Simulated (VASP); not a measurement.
# HfN in VASP: further runs, part 3 of 3

VASP 6.6.1. Earlier steps stand in the parts before.

### Step 6. Single point, PBE (strain -0.030 along x and y, -0.015 along z)

The input, INCAR:

```
SYSTEM = HfN
PREC = Accurate
ENCUT = 520
EDIFF = 1E-6
ISMEAR = 0
SIGMA = 0.15
LREAL = .False.
LASPH = .True.
NELM = 100
ALGO = Normal
ISIF = 2
LWAVE = .False.
LCHARG = .False.
GGA = PE
NBANDS = 14
```

The input, KPOINTS:

```
regular mesh
0
Gamma
  18 18 18
  0 0 0
```

The input, POSCAR:

```
HfN
1.0
    0.0000000000      2.1912300000      2.2251150000
    2.1912300000      0.0000000000      2.2251150000
    2.1912300000      2.1912300000      0.0000000000
Hf N
1 1
Direct
    0.0000000000      0.0000000000      0.0000000000
    0.5000000000      0.5000000000      0.5000000000
```

Potentials or basis: VASP PAW PBE potentials, release 64 (Hf_pv, N).

Run with:

```console
$ cat potpaw_PBE.64/Hf_pv/POTCAR potpaw_PBE.64/N/POTCAR > POTCAR
$ mpirun -np 1 vasp_std > vasp.out
```

OUTCAR:

```text
SYSTEM = HfN
   PREC = Accurate
   ENCUT = 520
   EDIFF = 1E-6
   ISMEAR = 0
   LREAL = .False.
   LASPH = .True.
   NELM = 100
   ISIF = 2
   GGA = PE

 ion  position               nearest neighbor table
   1  0.000  0.000  0.000-   2 2.19   2 2.19   2 2.19   2 2.19   2 2.23   2 2.23
   2  0.500  0.500  0.500-   1 2.19   1 2.19   1 2.19   1 2.19   1 2.23   1 2.23

  LATTYP: Found a body centered tetragonal cell.
 ALAT       =     3.0988671843
 C/A-ratio  =     1.4360828443

  Lattice vectors:

 A1 = (  -2.1912300000,   0.0000000000,   2.2251150000)
 A2 = (   2.1912300000,   0.0000000000,   2.2251150000)
 A3 = (   0.0000000000,   2.1912300000,  -2.2251150000)

Analysis of symmetry for initial positions (statically):
=====================================================================
 Subroutine PRICEL returns:
 Original cell was already a primitive cell.

 Routine SETGRP: Setting up the symmetry group for a
 body centered tetragonal supercell.

 Subroutine GETGRP returns: Found 16 space group operations
 (whereof 16 operations were pure point group operations)
 out of a pool of 16 trial point group operations.

The static configuration has the point symmetry D_4h.

Analysis of symmetry for dynamics (positions and initial velocities):
=====================================================================
 Subroutine PRICEL returns:
 Original cell was already a primitive cell.

 Routine SETGRP: Setting up the symmetry group for a
 body centered tetragonal supercell.

 Subroutine GETGRP returns: Found 16 space group operations
 (whereof 16 operations were pure point group operations)
 out of a pool of 16 trial point group operations.

The dynamic configuration has the point symmetry D_4h.

 Subroutine INISYM returns: Found 16 space group operations
 (whereof 16 operations are pure point group operations),
 and found     1 'primitive' translations

----------------------------------------------------------------------------------------

                                     Primitive cell

  volume of cell :      21.3677

  direct lattice vectors                    reciprocal lattice vectors
     0.000000000  2.191230000  2.225115000    -0.228182345  0.228182345  0.224707487
     2.191230000  0.000000000  2.225115000     0.228182345 -0.228182345  0.224707487
     2.191230000  2.191230000  0.000000000     0.228182345  0.228182345 -0.224707487

  length of vectors
     3.122919416  3.122919416  3.098867184     0.393227440  0.393227440  0.393227440

  position of ions in fractional coordinates (direct lattice)
     0.000000000  0.000000000  0.000000000
     0.500000000  0.500000000  0.500000000

  ion indices of the primitive-cell ions
   primitive index   ion index
                 1           1
                 2           2

----------------------------------------------------------------------------------------

 KPOINTS: regular mesh

Automatic generation of k-mesh.
 Grid dimensions read from file:
 generate k-points for:   18   18   18

 Generating k-lattice:

  Cartesian coordinates                     Fractional coordinates (reciprocal lattice)
    -0.012676797  0.012676797  0.012483749     0.055555556  0.000000000  0.000000000
     0.012676797 -0.012676797  0.012483749     0.000000000  0.055555556  0.000000000
     0.012676797  0.012676797 -0.012483749     0.000000000  0.000000000  0.055555556

  Length of vectors
     0.021845969  0.021845969  0.021845969

  Shift w.r.t. Gamma in fractional coordinates (k-lattice)
     0.000000000  0.000000000  0.000000000

 Subroutine IBZKPT returns following result:
 ===========================================

 Found    480 irreducible k-points:

 Following reciprocal coordinates:
            Coordinates               Weight
  0.000000  0.000000  0.000000      1.000000
  0.055556  0.000000  0.000000      8.000000
  0.111111  0.000000  0.000000      8.000000
  0.166667  0.000000  0.000000      8.000000
  0.222222  0.000000  0.000000      8.000000
  0.277778  0.000000  0.000000      8.000000
[... 16 lines left out ...]
 -0.277778  0.055556  0.000000      8.000000
 -0.222222  0.055556  0.000000      8.000000
 [... further k-points ...]
   k-points           NKPTS =    480   k-points in BZ     NKDIM =    480   number of bands    NBANDS=     14
   number of dos      NEDOS =    301   number of ions     NIONS =      2
   total plane-waves  NPLWV =  13824
   dimension x,y,z NGX =    24 NGY =   24 NGZ =   24
   dimension x,y,z NGXF=    48 NGYF=   48 NGZF=   48
   ions per type =               1   1
   NGX,Y,Z   is equivalent  to a cutoff of  12.78, 12.78, 12.88 a.u.
   NGXF,Y,Z  is equivalent  to a cutoff of  25.55, 25.55, 25.75 a.u.
 SYSTEM =  HfN
   PREC   = accura    normal or accurate (medium, high low for compatibility)
   ISTART =      0    job   : 0-new  1-cont  2-samecut
   ICHARG =      2    charge: 1-file 2-atom 10-const
   ISPIN  =      1    spin polarized calculation?
   LNONCOLLINEAR =      F non collinear calculations
   LSORBIT =      F    spin-orbit coupling
   LASPH  =      T    aspherical Exc in radial PAW
   ENCUT  =  520.0 eV  38.22 Ry    6.18 a.u.   5.81  5.81  5.76*2*pi/ulx,y,z
   NELM   =    100;   NELMIN=  2; NELMDL= -5     # of ELM steps
   EDIFF  = 0.1E-05   stopping-criterion for ELM
   LREAL  =      F    real-space projection
   EDIFFG = 0.1E-04   stopping-criterion for IOM
   NSW    =      0    number of steps for IOM
   IBRION =     -1    ionic relax: 0-MD 1-quasi-New 2-CG
   NFREE  =      0    steps in history (QN), initial steepest desc. (CG)
   ISIF   =      2    stress and relaxation
   ISYM   =      2    0-nonsym 1-usesym 2-fastsym
   POTIM  = 0.5000    time-step for ionic-motion
   TEBEG  =    0.0;   TEEND  =   0.0 temperature during run
   PSTRESS=    0.0 pullay stress
   NELECT =      15.0000    total number of electrons
   NUPDOWN=      -1.0000    fix difference up-down
   EMIN   =  10.00;   EMAX   =-10.00  energy-range for DOS
   EFERMI =   0.00;   METHOD = LEGACY
   ISMEAR =     0;   SIGMA  =   0.15  broadening in eV -4-tet -1-fermi 0-gaus
   EFERMI_NEDOS =   21; number of points for ismear=-14 and -15
   IALGO  =     38    algorithm
   IMIX   =      4    mixing-type and parameters
     AMIX     =   0.40;   BMIX     =  1.00
     AMIX_MAG =   1.60;   BMIX_MAG =  1.00
  volume/ion in A,a.u.               =      10.68        72.10
  Fermi-wavevector in a.u.,A,eV,Ry     =   1.454965  2.749485 28.802476  2.116922
  Thomas-Fermi vector in A             =   2.572054
   LORBIT       =      0    0 simple, 1 ext, 2 COOP (PROOUT), +10 PAW based schemes
   GGA     = PE    functional components
   LHFCALC =     F    Hartree Fock is set to
   AEXX    =    0.0000 exact exchange contribution
   IVDW    =     0    specifies the selected vdW correction
   LEPSILON=     F    determine dielectric tensor
   LRPA    =     F    only Hartree local field effects (RPA)
 non-spin polarized calculation
 Gauss-broadening in eV      SIGMA  =   0.15
  energy-cutoff  :      520.00
  volume of cell :       21.37
 maximum number of plane-waves:       596
   NGX = 11   NGY = 11   NGZ = 11

 number of electron      15.0000002 magnetization

 Free energy of the ion-electron system (eV)
  ---------------------------------------------------
  ext. energy  EPLUGINS =         0.00000000
  ---------------------------------------------------
  free energy    TOTEN  =       -21.59229890 eV

  energy without entropy =      -21.58575108  energy(sigma->0) =      -21.58902499

 E-fermi :   9.0761     XC(G=0): -13.1367

 val. band max:        9.0737546974   @ k =  -0.4444   0.1667   0.3333
 cond. band min:       9.0772954128   @ k =   0.0556   0.0000   0.0556
 fundamental gap:      0.0035407154
 Fermi energy:         9.0760969985

 k-point     1 :       0.0000    0.0000    0.0000
  band No.  band energies     occupation
      1     -21.7773      2.00000
      2     -21.7641      2.00000
      3     -21.7641      2.00000
      4      -8.8847      2.00000
      5       5.8993      2.00000
      6       5.9947      2.00000
      7       5.9947      2.00000
      8       8.5604      2.00000
      9       8.7485      1.99799
     10       8.7485      1.99799
     11      10.9666      0.00000
     12      11.3611      0.00000
     13      11.7863      0.00000
     14      18.8318      0.00000
[... 375 lines left out ...]
 k-point    24 :      -0.2222    0.0556    0.0000
  band No.  band energies     occupation
      1     -22.4139      2.00000
      2     -21.8738      2.00000
      3     -21.7920      2.00000
      4      -7.4667      2.00000
      5       2.4349      2.00000
      6       3.6562      2.00000
      7       4.0182      2.00000
      8       9.5791      0.00000
      9      10.1525      0.00000
     10      11.0531      0.00000
     11      13.2715      0.00000
     12      15.1705      0.00000
     13      15.5819      0.00000
     14      21.6483      0.00000

 [... further k-points ...]
[... 5 lines left out ...]
  --------------------------------------------------------------------------------------
  -------------------------------------------------------------------------------------
  Total        4.2753026      4.2753026      2.8803952      0.0000000     -0.0000000     -0.0000000
  in kB      320.5671791    320.5671791    215.9753935      0.0000000     -0.0000000     -0.0000000
  external PRESSURE =     285.7032505 kB  Pullay stress =       0.0000000 kB

 VOLUME and BASIS-vectors are now :
 -----------------------------------------------------------------------------
  energy-cutoff  :      520.00
  volume of cell :       21.37
      direct lattice vectors                 reciprocal lattice vectors
     0.000000000  2.191230000  2.225115000    -0.228182345  0.228182345  0.224707487
     2.191230000  0.000000000  2.225115000     0.228182345 -0.228182345  0.224707487
     2.191230000  2.191230000  0.000000000     0.228182345  0.228182345 -0.224707487

 POSITION                                       TOTAL-FORCE (eV/Angst)
 -----------------------------------------------------------------------------------
      0.00000      0.00000      0.00000         0.000000     -0.000000      0.000000
      2.19123      2.19123      2.22512        -0.000000      0.000000      0.000000
 -----------------------------------------------------------------------------------
    total drift:                                0.000000     -0.000000     -0.000000

  FREE ENERGIE OF THE ION-ELECTRON SYSTEM (eV)
  ---------------------------------------------------
  free  energy   TOTEN  =       -21.5922989010 eV

  energy  without entropy=      -21.5857510790  energy(sigma->0) =      -21.58902499
```

OSZICAR:

```text
N       E                     dE             d eps       ncg     rms          rms(c)
DAV:   1     0.392811666703E+02    0.39281E+02   -0.78638E+03 13456   0.102E+03
DAV:   2    -0.226984573522E+02   -0.61980E+02   -0.58153E+02 17460   0.240E+02
DAV:   3    -0.245963176562E+02   -0.18979E+01   -0.18903E+01 15744   0.347E+01
DAV:   4    -0.246024686719E+02   -0.61510E-02   -0.61500E-02 16134   0.229E+00
DAV:   5    -0.246025022447E+02   -0.33573E-04   -0.33573E-04 15564   0.144E-01    0.573E+01
DAV:   6    -0.216613050718E+02    0.29412E+01   -0.78652E+00 15336   0.226E+01    0.472E+01
DAV:   7    -0.216129487724E+02    0.48356E-01   -0.44716E-01 17298   0.594E+00    0.280E+01
DAV:   8    -0.215959112841E+02    0.17037E-01   -0.63728E-02 16692   0.223E+00    0.526E+00
DAV:   9    -0.215924708748E+02    0.34404E-02   -0.10995E-02 15606   0.828E-01    0.194E+00
DAV:  10    -0.215923267344E+02    0.14414E-03   -0.10597E-03 17946   0.316E-01    0.378E-01
DAV:  11    -0.215923007765E+02    0.25958E-04   -0.73917E-05 15210   0.875E-02    0.848E-02
DAV:  12    -0.215922993060E+02    0.14705E-05   -0.61362E-06 17700   0.210E-02    0.273E-02
DAV:  13    -0.215922989010E+02    0.40499E-06   -0.22262E-07  9198   0.469E-03
   1 F= -.21592299E+02 E0= -.21589025E+02  d E =-.654782E-02
```

stdout:

```text
POSCAR found type information on POSCAR HfN
 POSCAR found :  2 types and       2 ions
 scaLAPACK will be used
 LDA part: xc-table for (Slater+PW92), standard interpolation
 POSCAR, INCAR and KPOINTS ok, starting setup
 FFT: planning ... GRIDC
 FFT: planning ... GRID_SOFT
 FFT: planning ... GRID
 WAVECAR not read
 entering main loop
```

Run time: 2.9 min. Hardware: 1 thread of Intel Xeon 8259CL, shared host; peak memory 0.27 GiB.

What came out:

```yaml
Free_energy: -21.5923 eV
Pressure: 28.6 GPa
Band_gap_on_the_k_mesh: zero (an odd number of electrons rules out a gap without spin polarisation)
```

Caveat: the cell differs from its parent crystal (strain -0.030 along x and y, -0.015 along z); the stress differs along the axes, from 22 to 32 GPa; spin-orbit coupling is left out, which moves the levels of the heavy elements.

### Step 7. Overview

```tsv
cell	gap on the mesh (eV)	pressure (GPa)
a = 3.099 Å, angles 60.0°, 2 atoms	none	34.5
a = 3.147 Å, angles 60.0°, 2 atoms	none	17.2
a = 3.243 Å, angles 60.0°, 2 atoms	none	-8.5
a = 3.291 Å, angles 60.0°, 2 atoms	none	-17.7
a = 3.123, b = 3.123, c = 3.099 Å, angles 60.3, 60.3, 59.5°, 2 atoms	none	28.6
```

Alike in all rows: task single point; level PBE; potentials or basis VASP PAW PBE potentials, release 64 (Hf_pv, N); no spin polarisation; k mesh 18 × 18 × 18; cutoff (eV) 520; smearing gaussian 0.15 eV.

Caveats: spin-orbit coupling is left out, which moves the levels of the heavy elements; the cell stands under pressure (at least some runs); the cell stands under tension (at least some runs); the stress differs along the axes, from 22 to 32 GPa (at least some runs).

Total energies depend on the potentials used, so only differences within one code and one set of settings carry meaning.

The gap in the log of VASP goes by the Fermi energy; the results here count the filled bands.